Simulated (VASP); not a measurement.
# SiC in VASP: notebook, part 2 of 2

VASP 6.6.1. The steps go on from the part before.

### Step 4. Single point, r2SCAN (strain -0.050 along x and y, +0.000 along z)

POSCAR

```
SiC
1.0
    0.0000000000      2.0692377362      2.1781449855
    2.0692377362      0.0000000000      2.1781449855
    2.0692377362      2.0692377362      0.0000000000
Si C
1 1
Direct
    0.0000000000      0.0000000000      0.0000000000
    0.7500000000      0.7500000000      0.7500000000
```

INCAR.step1

```
SYSTEM = SiC
PREC = Accurate ; ENCUT = 520
ISMEAR = 0 ; SIGMA = 0.05
LREAL = .False. ; LASPH = .True.
NELM = 60 ; NBANDS = 11
GGA = PE ; ALGO = Normal
EDIFF = 1E-4 ; LWAVE = .True.
LCHARG = .False.
```

INCAR.step2

```
SYSTEM = SiC
PREC = Accurate ; ENCUT = 520
EDIFF = 1E-7 ; ISMEAR = 0
SIGMA = 0.05 ; LREAL = .False.
LASPH = .True. ; NELM = 60
ALGO = Normal ; ISIF = 2
LWAVE = .False. ; LCHARG = .False.
METAGGA = R2SCAN ; LMIXTAU = .True.
NBANDS = 11 ; ISTART = 1
```

KPOINTS

```
Automatic mesh
0
Gamma
  10 10 10
  0 0 0
```

Potentials or basis: VASP PAW PBE potentials, release 64 (Si, C).

The run is started by

```
cat potpaw_PBE.64/Si/POTCAR potpaw_PBE.64/C/POTCAR > POTCAR
cp INCAR.step1 INCAR
mpirun -np 1 vasp_std > vasp.out
cp INCAR.step2 INCAR
mpirun -np 1 vasp_std > vasp.out
```

OUTCAR:

```text
SYSTEM = SiC
   PREC = Accurate
   ENCUT = 520
   EDIFF = 1E-7
   ISMEAR = 0
   LREAL = .False.
   LASPH = .True.
   NELM = 60
   ISIF = 2
   METAGGA = R2SCAN
   ISTART = 1

 ion  position               nearest neighbor table
   1  0.000  0.000  0.000-   2 1.82   2 1.82   2 1.82   2 1.82
   2  0.750  0.750  0.750-   1 1.82   1 1.82   1 1.82   1 1.82

  LATTYP: Found a body centered tetragonal cell.
 ALAT       =     2.9263440703
 C/A-ratio  =     1.4886458551

  Lattice vectors:

 A1 = (  -2.0692377362,   0.0000000000,   2.1781449855)
 A2 = (   2.0692377362,   0.0000000000,   2.1781449855)
 A3 = (   0.0000000000,   2.0692377362,  -2.1781449855)

Analysis of symmetry for initial positions (statically):
=====================================================================
 Subroutine PRICEL returns:
 Original cell was already a primitive cell.

 Routine SETGRP: Setting up the symmetry group for a
 body centered tetragonal supercell.

 Subroutine GETGRP returns: Found  8 space group operations
 (whereof  8 operations were pure point group operations)
 out of a pool of 16 trial point group operations.

The static configuration has the point symmetry D_2d.

Analysis of symmetry for dynamics (positions and initial velocities):
=====================================================================
 Subroutine PRICEL returns:
 Original cell was already a primitive cell.

 Routine SETGRP: Setting up the symmetry group for a
 body centered tetragonal supercell.

 Subroutine GETGRP returns: Found  8 space group operations
 (whereof  8 operations were pure point group operations)
 out of a pool of 16 trial point group operations.

The dynamic configuration has the point symmetry D_2d.

 Subroutine INISYM returns: Found  8 space group operations
 (whereof  8 operations are pure point group operations),
 and found     1 'primitive' translations

----------------------------------------------------------------------------------------

                                     Primitive cell

  volume of cell :      18.6525
[... 118 lines left out ...]
   LEPSILON=     F    determine dielectric tensor
   LRPA    =     F    only Hartree local field effects (RPA)
 non-spin polarized calculation
 Gauss-broadening in eV      SIGMA  =   0.05
  energy-cutoff  :      520.00
  volume of cell :       18.65
 maximum number of plane-waves:       533
 NGX is ok and might be reduce to    24
   NGX = 11   NGY = 11   NGZ = 11

 number of electron       8.0000000 magnetization

 Free energy of the ion-electron system (eV)
  ---------------------------------------------------
  ext. energy  EPLUGINS =         0.00000000
  ---------------------------------------------------
  free energy    TOTEN  =       -19.13340665 eV

  energy without entropy =      -19.13340665  energy(sigma->0) =      -19.13340665

 E-fermi :   9.6195     XC(G=0): -12.4085

 val. band max:        9.3302353270   @ k =   0.0000   0.0000   0.0000
 cond. band min:      10.6844835280   @ k =   0.5000   0.0000   0.5000
 fundamental gap:      1.3542482010
 Fermi energy:         9.6195145378

 k-point     1 :       0.0000    0.0000    0.0000
  band No.  band energies     occupation
      1      -7.8420      2.00000
      2       8.9250      2.00000
      3       9.3302      2.00000
      4       9.3302      2.00000
      5      17.3222      0.00000
      6      17.8235      0.00000
      7      17.8235      0.00000
      8      17.9387      0.00000
      9      24.0674      0.00000
     10      25.9582      0.00000
     11      27.0482      0.00000
[... 309 lines left out ...]
 k-point    24 :       0.4000    0.3000    0.0000
  band No.  band energies     occupation
      1      -4.5140      2.00000
      2       2.8882      2.00000
      3       5.9071      2.00000
      4       6.6729      2.00000
      5      12.8290      0.00000
      6      16.4248      0.00000
      7      22.7468      0.00000
      8      23.2786      0.00000
      9      25.0339      0.00000
     10      29.6537      0.00000
     11      33.0514      0.00000

 [... further k-points ...]

------------------------ aborting loop because EDIFF is reached ----------------------------------------

  FORCE on cell =-STRESS in cart. coord.  units (eV):
  Direction    XX          YY          ZZ          XY          YZ          ZX
  --------------------------------------------------------------------------------------
  -------------------------------------------------------------------------------------
  Total        3.8778505      3.8778505      1.9692963      0.0000000      0.0000000      0.0000000
  in kB      333.0919110    333.0919110    169.1547047      0.0000000      0.0000000      0.0000000
  external PRESSURE =     278.4461756 kB  Pullay stress =       0.0000000 kB

 VOLUME and BASIS-vectors are now :
 -----------------------------------------------------------------------------
  energy-cutoff  :      520.00
  volume of cell :       18.65
      direct lattice vectors                 reciprocal lattice vectors
     0.000000000  2.069237736  2.178144985    -0.241634874  0.241634874  0.229553130
     2.069237736  0.000000000  2.178144985     0.241634874 -0.241634874  0.229553130
     2.069237736  2.069237736  0.000000000     0.241634874  0.241634874 -0.229553130

 POSITION                                       TOTAL-FORCE (eV/Angst)
 -----------------------------------------------------------------------------------
      0.00000      0.00000      0.00000         0.000000      0.000000      0.000000
      3.10386      3.10386      3.26722        -0.000000     -0.000000      0.000000
 -----------------------------------------------------------------------------------
    total drift:                                0.000000      0.000000     -0.000001

  FREE ENERGIE OF THE ION-ELECTRON SYSTEM (eV)
  ---------------------------------------------------
  free  energy   TOTEN  =       -19.1334066470 eV

  energy  without entropy=      -19.1334066470  energy(sigma->0) =      -19.13340665
```

OUTCAR.step1:

```text
SYSTEM = SiC
   PREC = Accurate
   ENCUT = 520
   ISMEAR = 0
   LREAL = .False.
   LASPH = .True.
[... 559 lines left out ...]
      0.00000      0.00000      0.00000        -0.000000     -0.000000      0.000000
      3.10386      3.10386      3.26722         0.000000      0.000000     -0.000000
 -----------------------------------------------------------------------------------
    total drift:                                0.000000      0.000000     -0.000000

  FREE ENERGIE OF THE ION-ELECTRON SYSTEM (eV)
  ---------------------------------------------------
  free  energy   TOTEN  =       -14.8212216153 eV

  energy  without entropy=      -14.8212216153  energy(sigma->0) =      -14.82122162
```

It took 67 s on 1 thread of Intel Xeon 8259CL, shared host; peak memory 0.15 GiB.

What came out:

- Free energy: -19.1334 eV
- Pressure: 27.8 GPa
- Band gap on the k mesh: 1.35 eV, indirect (least direct gap 5.12 eV)

Caveat: the cell differs from its parent crystal (strain -0.050 along x and y, +0.000 along z); the PAW data sets were made with another functional, which shifts forces and pressure a little. A k mesh can miss the band edges.

### Step 5. Single point, r2SCAN (strain -0.025 along x and y, -0.050 along z)

POSCAR

```
SiC
1.0
    0.0000000000      2.1236913609      2.0692377362
    2.1236913609      0.0000000000      2.0692377362
    2.1236913609      2.1236913609      0.0000000000
Si C
1 1
Direct
    0.0000000000      0.0000000000      0.0000000000
    0.7500000000      0.7500000000      0.7500000000
```

INCAR.step1

```
ALGO = Normal
EDIFF = 1E-4
ENCUT = 520
GGA = PE
ISMEAR = 0
LASPH = T
LCHARG = F
LREAL = F
LWAVE = T
NBANDS = 11
NELM = 100
PREC = Accurate
SIGMA = 0.05
```

INCAR.step2

```
ALGO = Normal
EDIFF = 1E-6
ENCUT = 520
ISIF = 2
ISMEAR = 0
ISTART = 1
LASPH = T
LCHARG = T
LELF = T
LMIXTAU = T
LREAL = F
LVHAR = T
LWAVE = F
METAGGA = R2SCAN
NBANDS = 11
NELM = 100
PREC = Accurate
SIGMA = 0.05
```

KPOINTS

```
k-points
0
Gamma
  10 10 10
```

The run is started by

```
cat potpaw_PBE.64/Si/POTCAR potpaw_PBE.64/C/POTCAR > POTCAR
cp INCAR.step1 INCAR
mpirun -np 1 vasp_std > vasp.out
cp INCAR.step2 INCAR
mpirun -np 1 vasp_std > vasp.out
```

It took 65 s on 1 thread of Intel Xeon 8259CL, shared host; peak memory 0.15 GiB.

It converged, with:

```
Free energy            : -19.1598 eV
Pressure               : 27.8 GPa
Band gap on the k mesh : 1.36 eV, indirect (least direct gap 5.15 eV)
```

Stress tensor (GPa, compression positive):
```
25.51  0.00  0.00
 0.00 25.51  0.00
 0.00  0.00 32.42
```

Levels at points of the mesh, in eV from the valence-band top:
```
           k point  band 2  band 3  band 4  band 5  band 6  band 7
(0.00, 0.00, 0.00)   -0.18   -0.18    0.00    8.02    8.49    8.56
(0.50, 0.00, 0.00)   -9.53   -1.42   -1.07    6.80    7.87    8.43
(0.50, 0.50, 0.00)   -8.28   -3.86   -3.86    1.36    4.80   16.23
(0.50, 0.00, 0.50)   -8.63   -3.56   -3.53    1.62    5.29   15.88
```

Caveat: the cell differs from its parent crystal (strain -0.025 along x and y, -0.050 along z); the PAW data sets were made with another functional, which shifts forces and pressure a little.

### Step 6. Overview

```tsv
cell	gap on the mesh (eV)	pressure (GPa)
a = 3.234 Å, angles 60.0°, 2 atoms	1.80	-25.0
a = 2.965, b = 2.965, c = 2.926 Å, angles 60.4, 60.4, 59.1°, 2 atoms	1.48	36.7
a = 3.004, b = 3.004, c = 2.926 Å, angles 60.9, 60.9, 58.3°, 2 atoms	1.35	27.8
a = 2.965, b = 2.965, c = 3.003 Å, angles 59.6, 59.6, 60.9°, 2 atoms	1.36	27.8
```

Alike in all rows: task single point; level r2SCAN; potentials or basis VASP PAW PBE potentials, release 64 (Si, C); no spin polarisation; k mesh 10 × 10 × 10; cutoff (eV) 520; smearing gaussian 0.05 eV.

Caveats: the PAW data sets were made with another functional, which shifts forces and pressure a little.

Absolute energies hang on the potentials; compare differences alone.
